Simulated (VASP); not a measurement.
# KCl in VASP: further runs

Runs on KCl. Level: PBE. Tasks: single point.

Everything below comes from runs of VASP 6.6.1. Logs are shortened: lines on timing, memory, paths and dates and some standing lists are left out, and cuts for length are marked.

## 1. The cell of the first run

The structure is cubic, space group Fm-3m (No. 225). Conventional cell: a = 5.807 Å, b = 5.807 Å, c = 5.807 Å, α = 90.00°, β = 90.00°, γ = 90.00°. K (site symmetry m-3m) has 6 Cl at 2.90 Å within 3.8 Å. Cl (site symmetry m-3m) has 6 K at 2.90 Å within 3.8 Å.

## 2. Single point, PBE (strain -0.080 along x and y, -0.080 along z)

INCAR

```
SYSTEM = KCl
  ALGO = Normal
  EDIFF = 1E-6
  ENCUT = 520
  GGA = PE
  ISIF = 2
  ISMEAR = 0
  LASPH = .TRUE.
  LCHARG = .FALSE.
  LREAL = .FALSE.
  LWAVE = .FALSE.
  NBANDS = 15
  NELM = 60
  PREC = Accurate
  SIGMA = 0.05
```

KPOINTS

```
k-points
0
G
  6 6 6
  0 0 0
```

POSCAR

```
KCl
1.0
    0.0000000000      2.9036120000      2.9036120000
    2.9036120000      0.0000000000      2.9036120000
    2.9036120000      2.9036120000      0.0000000000
K Cl
1 1
Direct
    0.0000000000      0.0000000000      0.0000000000
    0.5000000000      0.5000000000      0.5000000000
```

Potentials or basis: VASP PAW PBE potentials, release 64 (K_sv, Cl).

Launch:

```console
> cat potpaw_PBE.64/K_sv/POTCAR potpaw_PBE.64/Cl/POTCAR > POTCAR
> mpirun -np 1 vasp_std > vasp.out
```

OUTCAR:

```text
SYSTEM = KCl
   EDIFF = 1E-6
   ENCUT = 520
   GGA = PE
   ISIF = 2
   ISMEAR = 0
   LASPH = .TRUE.
   LREAL = .FALSE.
   NELM = 60
   PREC = Accurate

 ion  position               nearest neighbor table
   1  0.000  0.000  0.000-   2 2.90   2 2.90   2 2.90   2 2.90   2 2.90   2 2.90
   2  0.500  0.500  0.500-   1 2.90   1 2.90   1 2.90   1 2.90   1 2.90   1 2.90

  LATTYP: Found a face centered cubic cell.
 ALAT       =     5.8072240000

  Lattice vectors:

 A1 = (   0.0000000000,   2.9036120000,   2.9036120000)
 A2 = (   2.9036120000,   0.0000000000,   2.9036120000)
 A3 = (   2.9036120000,   2.9036120000,   0.0000000000)

Analysis of symmetry for initial positions (statically):
=====================================================================
 Subroutine PRICEL returns:
 Original cell was already a primitive cell.

 Routine SETGRP: Setting up the symmetry group for a
 face centered cubic supercell.

 Subroutine GETGRP returns: Found 48 space group operations
 (whereof 48 operations were pure point group operations)
 out of a pool of 48 trial point group operations.

The static configuration has the point symmetry O_h .

Analysis of symmetry for dynamics (positions and initial velocities):
=====================================================================
 Subroutine PRICEL returns:
 Original cell was already a primitive cell.

 Routine SETGRP: Setting up the symmetry group for a
 face centered cubic supercell.

 Subroutine GETGRP returns: Found 48 space group operations
 (whereof 48 operations were pure point group operations)
 out of a pool of 48 trial point group operations.

The dynamic configuration has the point symmetry O_h .

 Subroutine INISYM returns: Found 48 space group operations
 (whereof 48 operations are pure point group operations),
 and found     1 'primitive' translations

----------------------------------------------------------------------------------------

                                     Primitive cell

  volume of cell :      48.9605

  direct lattice vectors                    reciprocal lattice vectors
     0.000000000  2.903612000  2.903612000    -0.172199316  0.172199316  0.172199316
     2.903612000  0.000000000  2.903612000     0.172199316 -0.172199316  0.172199316
     2.903612000  2.903612000  0.000000000     0.172199316  0.172199316 -0.172199316

  length of vectors
     4.106327470  4.106327470  4.106327470     0.298257964  0.298257964  0.298257964

  position of ions in fractional coordinates (direct lattice)
     0.000000000  0.000000000  0.000000000
     0.500000000  0.500000000  0.500000000

  ion indices of the primitive-cell ions
   primitive index   ion index
                 1           1
                 2           2

----------------------------------------------------------------------------------------

 KPOINTS: k-points

Automatic generation of k-mesh.
 Grid dimensions read from file:
 generate k-points for:    6    6    6

 Generating k-lattice:

  Cartesian coordinates                     Fractional coordinates (reciprocal lattice)
    -0.028699886  0.028699886  0.028699886     0.166666667  0.000000000  0.000000000
     0.028699886 -0.028699886  0.028699886     0.000000000  0.166666667  0.000000000
     0.028699886  0.028699886 -0.028699886     0.000000000  0.000000000  0.166666667

  Length of vectors
     0.049709661  0.049709661  0.049709661

  Shift w.r.t. Gamma in fractional coordinates (k-lattice)
     0.000000000  0.000000000  0.000000000

 Subroutine IBZKPT returns following result:
 ===========================================

 Found     16 irreducible k-points:

 Following reciprocal coordinates:
            Coordinates               Weight
  0.000000  0.000000  0.000000      1.000000
  0.166667  0.000000  0.000000      8.000000
  0.333333  0.000000  0.000000      8.000000
  0.500000  0.000000  0.000000      4.000000
  0.166667  0.166667  0.000000      6.000000
  0.333333  0.166667  0.000000     24.000000
[... 8 lines left out ...]
 -0.333333  0.333333  0.166667     24.000000
 -0.333333  0.500000  0.166667     12.000000
   k-points           NKPTS =     16   k-points in BZ     NKDIM =     16   number of bands    NBANDS=     15
   number of dos      NEDOS =    301   number of ions     NIONS =      2
   total plane-waves  NPLWV =  32768
   dimension x,y,z NGX =    32 NGY =   32 NGZ =   32
   dimension x,y,z NGXF=    64 NGYF=   64 NGZF=   64
   ions per type =               1   1
   NGX,Y,Z   is equivalent  to a cutoff of  12.96, 12.96, 12.96 a.u.
   NGXF,Y,Z  is equivalent  to a cutoff of  25.91, 25.91, 25.91 a.u.
 SYSTEM =  KCl
   PREC   = accura    normal or accurate (medium, high low for compatibility)
   ISTART =      0    job   : 0-new  1-cont  2-samecut
   ICHARG =      2    charge: 1-file 2-atom 10-const
   ISPIN  =      1    spin polarized calculation?
   LNONCOLLINEAR =      F non collinear calculations
   LSORBIT =      F    spin-orbit coupling
   LASPH  =      T    aspherical Exc in radial PAW
   ENCUT  =  520.0 eV  38.22 Ry    6.18 a.u.   7.64  7.64  7.64*2*pi/ulx,y,z
   NELM   =     60;   NELMIN=  2; NELMDL= -5     # of ELM steps
   EDIFF  = 0.1E-05   stopping-criterion for ELM
   LREAL  =      F    real-space projection
   EDIFFG = 0.1E-04   stopping-criterion for IOM
   NSW    =      0    number of steps for IOM
   IBRION =     -1    ionic relax: 0-MD 1-quasi-New 2-CG
   NFREE  =      0    steps in history (QN), initial steepest desc. (CG)
   ISIF   =      2    stress and relaxation
   ISYM   =      2    0-nonsym 1-usesym 2-fastsym
   POTIM  = 0.5000    time-step for ionic-motion
   TEBEG  =    0.0;   TEEND  =   0.0 temperature during run
   PSTRESS=    0.0 pullay stress
   NELECT =      16.0000    total number of electrons
   NUPDOWN=      -1.0000    fix difference up-down
   EMIN   =  10.00;   EMAX   =-10.00  energy-range for DOS
   EFERMI =   0.00;   METHOD = LEGACY
   ISMEAR =     0;   SIGMA  =   0.05  broadening in eV -4-tet -1-fermi 0-gaus
   EFERMI_NEDOS =   21; number of points for ismear=-14 and -15
   IALGO  =     38    algorithm
   IMIX   =      4    mixing-type and parameters
     AMIX     =   0.40;   BMIX     =  1.00
     AMIX_MAG =   1.60;   BMIX_MAG =  1.00
  volume/ion in A,a.u.               =      24.48       165.20
  Fermi-wavevector in a.u.,A,eV,Ry     =   1.127629  2.130910 17.300450  1.271547
  Thomas-Fermi vector in A             =   2.264316
   LORBIT       =      0    0 simple, 1 ext, 2 COOP (PROOUT), +10 PAW based schemes
   GGA     = PE    functional components
   LHFCALC =     F    Hartree Fock is set to
   AEXX    =    0.0000 exact exchange contribution
   IVDW    =     0    specifies the selected vdW correction
   LEPSILON=     F    determine dielectric tensor
   LRPA    =     F    only Hartree local field effects (RPA)
 non-spin polarized calculation
 Gauss-broadening in eV      SIGMA  =   0.05
  energy-cutoff  :      520.00
  volume of cell :       48.96
 maximum number of plane-waves:      1363
 NGX is ok and might be reduce to    32
   NGX = 15   NGY = 15   NGZ = 15

 number of electron      16.0000002 magnetization

 Free energy of the ion-electron system (eV)
  ---------------------------------------------------
  ext. energy  EPLUGINS =         0.00000000
  ---------------------------------------------------
  free energy    TOTEN  =        -6.45310607 eV

  energy without entropy =       -6.45310607  energy(sigma->0) =       -6.45310607

 E-fermi :  -0.3405     XC(G=0):  -8.5788

 val. band max:       -0.6780334051   @ k =   0.0000   0.0000   0.0000
 cond. band min:       5.4671087647   @ k =   0.0000   0.0000   0.0000
 fundamental gap:      6.1451421699
 Fermi energy:        -0.3404546290

 k-point     1 :       0.0000    0.0000    0.0000
  band No.  band energies     occupation
      1     -27.3871      2.00000
      2     -13.1358      2.00000
      3     -10.8439      2.00000
      4     -10.8439      2.00000
      5     -10.8439      2.00000
      6      -0.6780      2.00000
      7      -0.6780      2.00000
      8      -0.6780      2.00000
      9       5.4671      0.00000
     10       7.7040      0.00000
     11       7.7040      0.00000
     12       7.7040      0.00000
     13       8.7282      0.00000
     14       8.7282      0.00000
     15      13.1000      0.00000

 k-point     2 :       0.1667    0.0000    0.0000
  band No.  band energies     occupation
      1     -27.3780      2.00000
      2     -13.2342      2.00000
      3     -10.8477      2.00000
      4     -10.8477      2.00000
      5     -10.7208      2.00000
      6      -1.1428      2.00000
      7      -0.8365      2.00000
      8      -0.8365      2.00000
      9       6.2372      0.00000
     10       7.6043      0.00000
     11       8.1422      0.00000
     12       8.1422      0.00000
     13       9.2808      0.00000
     14       9.2808      0.00000
     15      14.2885      0.00000

 k-point     3 :       0.3333    0.0000    0.0000
  band No.  band energies     occupation
      1     -27.3596      2.00000
      2     -13.4085      2.00000
      3     -10.8551      2.00000
      4     -10.8551      2.00000
      5     -10.4935      2.00000
      6      -1.9014      2.00000
      7      -1.1269      2.00000
      8      -1.1269      2.00000
      9       7.2377      0.00000
     10       8.2768      0.00000
     11       9.3453      0.00000
     12       9.3453      0.00000
     13      10.6616      0.00000
     14      10.6616      0.00000
     15      13.7591      0.00000
[... 199 lines left out ...]
 k-point    15 :      -0.3333    0.3333    0.1667
  band No.  band energies     occupation
      1     -27.3426      2.00000
      2     -13.2470      2.00000
      3     -11.0361      2.00000
      4     -10.9916      2.00000
      5     -10.6277      2.00000
      6      -1.6937      2.00000
      7      -1.2621      2.00000
      8      -1.2152      2.00000
      9       7.6517      0.00000
     10       7.8887      0.00000
     11      10.1762      0.00000
     12      10.3691      0.00000
     13      11.3918      0.00000
     14      12.3769      0.00000
     15      12.5436      0.00000

 k-point    16 :      -0.3333    0.5000    0.1667
  band No.  band energies     occupation
      1     -27.3401      2.00000
      2     -13.1093      2.00000
      3     -11.1477      2.00000
      4     -11.0374      2.00000
      5     -10.7432      2.00000
      6      -1.3718      2.00000
      7      -1.3247      2.00000
      8      -1.1199      2.00000
      9       6.5157      0.00000
     10       8.9097      0.00000
     11       9.5497      0.00000
     12      10.5004      0.00000
     13      11.1538      0.00000
     14      11.9617      0.00000
     15      13.0746      0.00000

------------------------ aborting loop because EDIFF is reached ----------------------------------------

  FORCE on cell =-STRESS in cart. coord.  units (eV):
  Direction    XX          YY          ZZ          XY          YZ          ZX
  --------------------------------------------------------------------------------------
  -------------------------------------------------------------------------------------
  Total        2.8333831      2.8333831      2.8333831     -0.0000000     -0.0000000     -0.0000000
  in kB       92.7193000     92.7193000     92.7193000     -0.0000000     -0.0000000     -0.0000000
  external PRESSURE =      92.7193000 kB  Pullay stress =       0.0000000 kB

 VOLUME and BASIS-vectors are now :
 -----------------------------------------------------------------------------
  energy-cutoff  :      520.00
  volume of cell :       48.96
      direct lattice vectors                 reciprocal lattice vectors
     0.000000000  2.903612000  2.903612000    -0.172199316  0.172199316  0.172199316
     2.903612000  0.000000000  2.903612000     0.172199316 -0.172199316  0.172199316
     2.903612000  2.903612000  0.000000000     0.172199316  0.172199316 -0.172199316

 POSITION                                       TOTAL-FORCE (eV/Angst)
 -----------------------------------------------------------------------------------
      0.00000      0.00000      0.00000         0.000000     -0.000000     -0.000000
      2.90361      2.90361      2.90361         0.000000      0.000000      0.000000
 -----------------------------------------------------------------------------------
    total drift:                                0.000000     -0.000000     -0.000000

  FREE ENERGIE OF THE ION-ELECTRON SYSTEM (eV)
  ---------------------------------------------------
  free  energy   TOTEN  =        -6.4531060735 eV

  energy  without entropy=       -6.4531060735  energy(sigma->0) =       -6.45310607
```

It took 20 s on 1 thread of AMD EPYC 7R13, shared host; peak memory 0.14 GiB.

Results:

| Quantity | Value |
| --- | --- |
| Free energy | -6.4531 eV |
| Pressure | 9.3 GPa |
| Band gap on the k mesh | 6.15 eV, direct |

Levels at points of the mesh, in eV from the valence-band top:
| k point | band 5 | band 6 | band 7 | band 8 | band 9 | band 10 | band 11 | band 12 |
| --- | --- | --- | --- | --- | --- | --- | --- | --- |
| (0.00, 0.00, 0.00) | -10.17 | 0.00 | 0.00 | 0.00 | 6.15 | 8.38 | 8.38 | 8.38 |
| (0.50, 0.00, 0.00) | -9.71 | -1.55 | -0.58 | -0.58 | 8.28 | 9.51 | 11.28 | 11.28 |
| (0.50, 0.50, 0.00) | -10.30 | -0.78 | -0.26 | -0.26 | 6.18 | 9.52 | 10.62 | 11.61 |

Caveat: the cell differs from its parent crystal (strain -0.080 along x and y, -0.080 along z).

## 3. Single point, PBE (strain +0.000 along x and y, +0.040 along z)

INCAR

```
SYSTEM = KCl
PREC     = Accurate       ! precision mode
ENCUT    = 520            ! plane-wave cutoff, eV
EDIFF    = 1E-7           ! SCF threshold, eV
ISMEAR   = 0              ! smearing method
SIGMA    = 0.05           ! smearing width, eV
LREAL    = .FALSE.        ! projectors in reciprocal space
LASPH    = .TRUE.         ! aspherical terms in the spheres
NELM     = 100            ! most SCF steps
ALGO     = Normal         ! electronic algorithm
ISIF     = 2              ! what is computed and relaxed
LWAVE    = .FALSE.        ! write WAVECAR
LCHARG   = .FALSE.        ! write CHGCAR
GGA      = PE             ! functional
NBANDS   = 15             ! bands
```

KPOINTS

```
Automatic mesh
0
G
  6 6 6
  0 0 0
```

POSCAR

```
KCl
1.0
    0.0000000000      3.1561000000      3.2823440000
    3.1561000000      0.0000000000      3.2823440000
    3.1561000000      3.1561000000      0.0000000000
K Cl
1 1
Direct
    0.0000000000      0.0000000000      0.0000000000
    0.5000000000      0.5000000000      0.5000000000
```

Potentials or basis: VASP PAW PBE potentials, release 64 (K_sv, Cl).

Launch:

```console
> cat potpaw_PBE.64/K_sv/POTCAR potpaw_PBE.64/Cl/POTCAR > POTCAR
> mpirun -np 1 vasp_std > vasp.out
```

It took 57 s on 1 thread of AMD EPYC 7R13, shared host; peak memory 0.18 GiB.

The run converged. Its results:

| Item | Value |
| --- | --- |
| Free energy | -6.8052 eV |
| Pressure | 0.0 GPa |
| Band gap on the k mesh | 5.01 eV, direct |

Stress tensor (GPa, compression positive):
```
 0.33  0.00  0.00
 0.00  0.33  0.00
 0.00  0.00 -0.73
```

Levels at points of the mesh, in eV from the valence-band top:
| k point | band 5 | band 6 | band 7 | band 8 | band 9 | band 10 | band 11 | band 12 |
| --- | --- | --- | --- | --- | --- | --- | --- | --- |
| (0.00, 0.00, 0.00) | -10.78 | -0.02 | 0.00 | 0.00 | 5.02 | 8.19 | 8.43 | 8.43 |
| (0.50, 0.00, 0.00) | -10.56 | -0.98 | -0.30 | -0.30 | 7.44 | 8.39 | 10.34 | 10.40 |
| (0.50, 0.50, 0.00) | -10.82 | -0.66 | -0.19 | -0.19 | 6.60 | 8.10 | 9.61 | 10.08 |
| (0.50, 0.00, 0.50) | -10.83 | -0.61 | -0.24 | -0.23 | 6.55 | 8.14 | 9.86 | 10.17 |

Caveat: the cell differs from its parent crystal (strain +0.000 along x and y, +0.040 along z).
